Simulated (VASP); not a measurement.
# ZrGeO (P4/nmm) in VASP: single point with HSE06

Aim: the single point of ZrGeO with HSE06.

Everything below comes from runs of VASP 6.6.1. Logs are shortened: lines on timing, memory, paths and dates and some standing lists are left out, and cuts for length are marked.

**1. The cell of the first run**

Symmetry: P4/nmm, No. 129, tetragonal system. The conventional cell has a = 3.571 Å, b = 3.571 Å, c = 8.044 Å, α = 90.00°, β = 90.00°, γ = 90.00°. Within 3.6 Å of Zr (site symmetry 4mm) lie 5 O at 2.66 to 2.86 Å and 4 Ge at 2.81 Å and 4 Zr at 3.57 Å. O (site symmetry 4mm) has 5 Zr at 2.66 to 2.86 Å and 8 O at 3.23 to 3.57 Å and 4 Ge at 3.51 Å within 3.6 Å. Ge (site symmetry -4m2) has 4 Ge at 2.52 Å and 4 Zr at 2.81 Å within 3.3 Å.

**2. Single point, HSE06**

The input, POSCAR:

```
ZrGeO
1.0
    3.5706190000      0.0000000000      0.0000000000
    0.0000000000      3.5706190000      0.0000000000
    0.0000000000      0.0000000000      8.0440360000
Zr O Ge
2 2 2
Direct
    0.0000000000      0.5000000000      0.2700000000
    0.5000000000      0.0000000000      0.7300000000
    0.0000000000      0.5000000000      0.6250000000
    0.5000000000      0.0000000000      0.3750000000
    0.0000000000      0.0000000000      0.0000000000
    0.5000000000      0.5000000000      0.0000000000
```

The input, INCAR.step1:

```
PREC = Accurate
ENCUT = 520
EDIFF = 1E-5
ISMEAR = 0
SIGMA = 0.0736
LREAL = False
LASPH = True
NELM = 80
ALGO = Normal
ISIF = 2
LWAVE = True
LCHARG = False
GGA = PE
NBANDS = 41
```

The input, INCAR.step2:

```
PREC = Accurate
ENCUT = 520
EDIFF = 1E-7
ISMEAR = 0
SIGMA = 0.0736
LREAL = False
LASPH = True
NELM = 80
ALGO = Normal
ISIF = 2
LWAVE = False
LCHARG = False
GGA = PE
LHFCALC = True
HFSCREEN = 0.2079
PRECFOCK = Fast
ISTART = 1
NBANDS = 41
```

The input, KPOINTS:

```
regular mesh
0
Gamma
  3 3 1
```

Potentials or basis: VASP PAW PBE potentials, release 64 (Zr_sv, O, Ge_d).

Launch:

```
cat potpaw_PBE.64/Zr_sv/POTCAR potpaw_PBE.64/O/POTCAR potpaw_PBE.64/Ge_d/POTCAR > POTCAR
cp INCAR.step1 INCAR
mpirun -np 1 vasp_std > vasp.out
cp INCAR.step2 INCAR
mpirun -np 1 vasp_std > vasp.out
```

OUTCAR:

```text
PREC = Accurate
   ENCUT = 520
   EDIFF = 1E-7
   ISMEAR = 0
   LREAL = False
   LASPH = True
   NELM = 80
   ISIF = 2
   GGA = PE
   LHFCALC = True
   HFSCREEN = 0.2079
   PRECFOCK = Fast
   ISTART = 1

 ion  position               nearest neighbor table
   1  0.000  0.500  0.270-   4 2.66   4 2.66   4 2.66   4 2.66   5 2.81   6 2.81   6 2.81   5 2.81
                             3 2.86
   2  0.500  0.000  0.730-   3 2.66   3 2.66   3 2.66   3 2.66   6 2.81   6 2.81   5 2.81   5 2.81
                             4 2.86
   3  0.000  0.500  0.625-   2 2.66   2 2.66   2 2.66   2 2.66   1 2.86
   4  0.500  0.000  0.375-   1 2.66   1 2.66   1 2.66   1 2.66   2 2.86
   5  0.000  0.000  0.000-   6 2.52   6 2.52   6 2.52   6 2.52   2 2.81   2 2.81   1 2.81   1 2.81

   6  0.500  0.500  0.000-   5 2.52   5 2.52   5 2.52   5 2.52   2 2.81   1 2.81   1 2.81   2 2.81

  LATTYP: Found a simple tetragonal cell.
 ALAT       =     3.5706190000
 C/A-ratio  =     2.2528407539

  Lattice vectors:

 A1 = (   3.5706190000,   0.0000000000,   0.0000000000)
 A2 = (   0.0000000000,   3.5706190000,   0.0000000000)
 A3 = (   0.0000000000,   0.0000000000,   8.0440360000)

Analysis of symmetry for initial positions (statically):
=====================================================================
 Subroutine PRICEL returns:
 Original cell was already a primitive cell.

 Routine SETGRP: Setting up the symmetry group for a
 simple tetragonal supercell.

 Subroutine GETGRP returns: Found 16 space group operations
 (whereof  8 operations were pure point group operations)
 out of a pool of 16 trial point group operations.

The static configuration has the point symmetry D_2d.
 The point group associated with its full space group is D_4h.

Analysis of symmetry for dynamics (positions and initial velocities):
=====================================================================
 Subroutine PRICEL returns:
 Original cell was already a primitive cell.

 Routine SETGRP: Setting up the symmetry group for a
 simple tetragonal supercell.

 Subroutine GETGRP returns: Found 16 space group operations
 (whereof  8 operations were pure point group operations)
 out of a pool of 16 trial point group operations.

The dynamic configuration has the point symmetry D_2d.
 The point group associated with its full space group is D_4h.

 Subroutine INISYM returns: Found 16 space group operations
 (whereof  8 operations are pure point group operations),
 and found     1 'primitive' translations

----------------------------------------------------------------------------------------

                                     Primitive cell

  volume of cell :     102.5560

  direct lattice vectors                    reciprocal lattice vectors
     3.570619000  0.000000000  0.000000000     0.280063485  0.000000000  0.000000000
     0.000000000  3.570619000  0.000000000     0.000000000  0.280063485  0.000000000
     0.000000000  0.000000000  8.044036000     0.000000000  0.000000000  0.124315704

  length of vectors
     3.570619000  3.570619000  8.044036000     0.280063485  0.280063485  0.124315704

  position of ions in fractional coordinates (direct lattice)
     0.000000000  0.500000000  0.270000000
     0.500000000  0.000000000  0.730000000
     0.000000000  0.500000000  0.625000000
     0.500000000  0.000000000  0.375000000
     0.000000000  0.000000000  0.000000000
     0.500000000  0.500000000  0.000000000

  ion indices of the primitive-cell ions
   primitive index   ion index
                 1           1
                 2           2
                 3           3
                 4           4
                 5           5
                 6           6

----------------------------------------------------------------------------------------

 KPOINTS: regular mesh

Automatic generation of k-mesh.
 Grid dimensions read from file:
 generate k-points for:    3    3    1

 Generating k-lattice:

  Cartesian coordinates                     Fractional coordinates (reciprocal lattice)
     0.093354495  0.000000000  0.000000000     0.333333333  0.000000000  0.000000000
     0.000000000  0.093354495  0.000000000     0.000000000  0.333333333  0.000000000
     0.000000000  0.000000000  0.124315704     0.000000000  0.000000000  1.000000000

  Length of vectors
     0.093354495  0.093354495  0.124315704

  Shift w.r.t. Gamma in fractional coordinates (k-lattice)
     0.000000000  0.000000000  0.000000000

 Subroutine IBZKPT returns following result:
 ===========================================

 Found      3 irreducible k-points:

 Following reciprocal coordinates:
            Coordinates               Weight
  0.000000  0.000000  0.000000      1.000000
  0.333333  0.000000  0.000000      4.000000
  0.333333  0.333333  0.000000      4.000000
   k-points           NKPTS =      3   k-points in BZ     NKDIM =      9   number of bands    NBANDS=     41
   number of dos      NEDOS =    301   number of ions     NIONS =      6
   total plane-waves  NPLWV =  47040
   dimension x,y,z NGX =    28 NGY =   28 NGZ =   60
   dimension x,y,z NGXF=    56 NGYF=   56 NGZF=  120
   ions per type =               2   2   2
   NGX,Y,Z   is equivalent  to a cutoff of  13.04, 13.04, 12.40 a.u.
   NGXF,Y,Z  is equivalent  to a cutoff of  26.07, 26.07, 24.80 a.u.
 SYSTEM =  unknown system
   PREC   = accura    normal or accurate (medium, high low for compatibility)
   ISTART =      1    job   : 0-new  1-cont  2-samecut
   ICHARG =      0    charge: 1-file 2-atom 10-const
   ISPIN  =      1    spin polarized calculation?
   LNONCOLLINEAR =      F non collinear calculations
   LSORBIT =      F    spin-orbit coupling
   LASPH  =      T    aspherical Exc in radial PAW
   ENCUT  =  520.0 eV  38.22 Ry    6.18 a.u.   6.64  6.64 14.96*2*pi/ulx,y,z
   NELM   =     80;   NELMIN=  2; NELMDL=  0     # of ELM steps
   EDIFF  = 0.1E-06   stopping-criterion for ELM
   LREAL  =      F    real-space projection
   EDIFFG = 0.1E-05   stopping-criterion for IOM
   NSW    =      0    number of steps for IOM
   IBRION =     -1    ionic relax: 0-MD 1-quasi-New 2-CG
   NFREE  =      0    steps in history (QN), initial steepest desc. (CG)
   ISIF   =      2    stress and relaxation
   ISYM   =      3    0-nonsym 1-usesym 2-fastsym
   POTIM  = 0.5000    time-step for ionic-motion
   TEBEG  =    0.0;   TEEND  =   0.0 temperature during run
   PSTRESS=    0.0 pullay stress
   NELECT =      64.0000    total number of electrons
   NUPDOWN=      -1.0000    fix difference up-down
   EMIN   =  10.00;   EMAX   =-10.00  energy-range for DOS
   EFERMI =   0.00;   METHOD = LEGACY
   ISMEAR =     0;   SIGMA  =   0.07  broadening in eV -4-tet -1-fermi 0-gaus
   EFERMI_NEDOS =   21; number of points for ismear=-14 and -15
   IALGO  =     38    algorithm
   IMIX   =      1    mixing-type and parameters
     AMIX     =   0.40;   BMIX     =  1.00
     AMIX_MAG =   1.60;   BMIX_MAG =  1.00
  volume/ion in A,a.u.               =      17.09       115.35
  Fermi-wavevector in a.u.,A,eV,Ry     =   1.398990  2.643707 26.628940  1.957172
  Thomas-Fermi vector in A             =   2.522093
   LORBIT       =      0    0 simple, 1 ext, 2 COOP (PROOUT), +10 PAW based schemes
   GGA     = PE    functional components
   LHFCALC =     T    Hartree Fock is set to
   PRECFOCK=fast      Normal, Fast or Accurate (Low or Medium for compatibility)
   ENCUT4O =  -1.0   cutoff for four orbital integrals eV
   NKREDX  =     1    reduce k-point grid by
   NKREDY  =     1    reduce k-point grid by
   NKREDZ  =     1    reduce k-point grid by
   AEXX    =    0.2500 exact exchange contribution
   HFSCREEN=    0.2079 screening length (either q_TF or 0.3 A-1)
   HFSCREENC=   0.2079 screening length for correlation (either q_TF or 0.3 A-1)
   ENCUTFOCK=  -1.0 apply spherical cutoff to Coloumb kernel
   IVDW    =     0    specifies the selected vdW correction
   LEPSILON=     F    determine dielectric tensor
   LRPA    =     F    only Hartree local field effects (RPA)
 non-spin polarized calculation
 Gauss-broadening in eV      SIGMA  =   0.07
  energy-cutoff  :      520.00
  volume of cell :      102.56
 maximum number of plane-waves:      2757
 NGX is ok and might be reduce to    28
  NGX = 14; NGY = 14; NGZ = 32

 number of electron      63.9999977 magnetization

 Free energy of the ion-electron system (eV)
  ---------------------------------------------------
  ext. energy  EPLUGINS =         0.00000000
  ---------------------------------------------------
  free energy    TOTEN  =       -51.67096300 eV

  energy without entropy =      -51.67096300  energy(sigma->0) =      -51.67096300

 E-fermi :   6.6405     XC(G=0):  -8.9629

 val. band max:        6.3036312302   @ k =   0.3333   0.0000   0.0000
 cond. band min:       7.5827343646   @ k =   0.0000   0.0000   0.0000
 fundamental gap:      1.2791031344
 Fermi energy:         6.6404806359

 k-point     1 :       0.0000    0.0000    0.0000
  band No.  band energies     occupation
      1     -47.0782      2.00000
      2     -47.0771      2.00000
      3     -23.7147      2.00000
      4     -23.6748      2.00000
      5     -23.5030      2.00000
      6     -23.5030      2.00000
[... 33 lines left out ...]
     40      10.8697      0.00000
     41      11.0480      0.00000

 k-point     2 :       0.3333    0.0000    0.0000
  band No.  band energies     occupation
      1     -47.0678      2.00000
      2     -47.0673      2.00000
      3     -23.6859      2.00000
      4     -23.6761      2.00000
      5     -23.6699      2.00000
      6     -23.6603      2.00000
[... 33 lines left out ...]
     40      10.8174      0.00000
     41      10.8987      0.00000

 k-point     3 :       0.3333    0.3333    0.0000
  band No.  band energies     occupation
      1     -47.0575      2.00000
      2     -47.0574      2.00000
      3     -23.6618      2.00000
      4     -23.6588      2.00000
      5     -23.6521      2.00000
      6     -23.6446      2.00000
[... 33 lines left out ...]
     40      10.4055      0.00000
     41      11.1482      0.00000

------------------------ aborting loop because EDIFF is reached ----------------------------------------

  FORCE on cell =-STRESS in cart. coord.  units (eV):
  Direction    XX          YY          ZZ          XY          YZ          ZX
  --------------------------------------------------------------------------------------
  -------------------------------------------------------------------------------------
  Total      -12.7137848    -12.7137848    -10.8955765      0.0000000      0.0000000      0.0000000
  in kB     -198.6206546   -198.6206546   -170.2157593      0.0000000      0.0000000      0.0000000
  external PRESSURE =    -189.1523562 kB  Pullay stress =       0.0000000 kB

 VOLUME and BASIS-vectors are now :
 -----------------------------------------------------------------------------
  energy-cutoff  :      520.00
  volume of cell :      102.56
      direct lattice vectors                 reciprocal lattice vectors
     3.570619000  0.000000000  0.000000000     0.280063485  0.000000000  0.000000000
     0.000000000  3.570619000  0.000000000     0.000000000  0.280063485  0.000000000
     0.000000000  0.000000000  8.044036000     0.000000000  0.000000000  0.124315704

 POSITION                                       TOTAL-FORCE (eV/Angst)
 -----------------------------------------------------------------------------------
      0.00000      1.78531      2.17189        -0.000000     -0.000000      2.819154
      1.78531      0.00000      5.87215         0.000000     -0.000000     -2.819154
      0.00000      1.78531      5.02752         0.000000     -0.000000      0.884323
      1.78531      0.00000      3.01651        -0.000000     -0.000000     -0.884323
      0.00000      0.00000      0.00000        -0.000000      0.000000      0.000000
      1.78531      1.78531      0.00000        -0.000000     -0.000000      0.000000
 -----------------------------------------------------------------------------------
    total drift:                                0.000012      0.000005      0.000004

  FREE ENERGIE OF THE ION-ELECTRON SYSTEM (eV)
  ---------------------------------------------------
  free  energy   TOTEN  =       -51.6709630023 eV

  energy  without entropy=      -51.6709630023  energy(sigma->0) =      -51.67096300
```

Wall time 3.6 min (1 thread of Intel Xeon 8259CL, shared host); peak memory 0.32 GiB.

Results:

| Property | Result |
| --- | --- |
| Free energy | -51.6710 eV |
| Pressure | -18.9 GPa |
| Largest force | 2.819 eV/Å |
| Band gap on the k mesh | 1.28 eV (least direct gap 1.51 eV) |

Forces in eV/Å, atoms in the order of the input:
```
Zr   0.000  0.000  2.819
Zr   0.000  0.000 -2.819
O    0.000  0.000  0.884
O    0.000  0.000 -0.884
Ge   0.000  0.000  0.000
Ge   0.000  0.000  0.000
```

Caveat: the k points lie up to 0.78 Å⁻¹ apart; the PAW data sets were made with another functional, which shifts forces and pressure a little; an odd mesh through Γ misses points on the zone boundary, where band edges can lie.
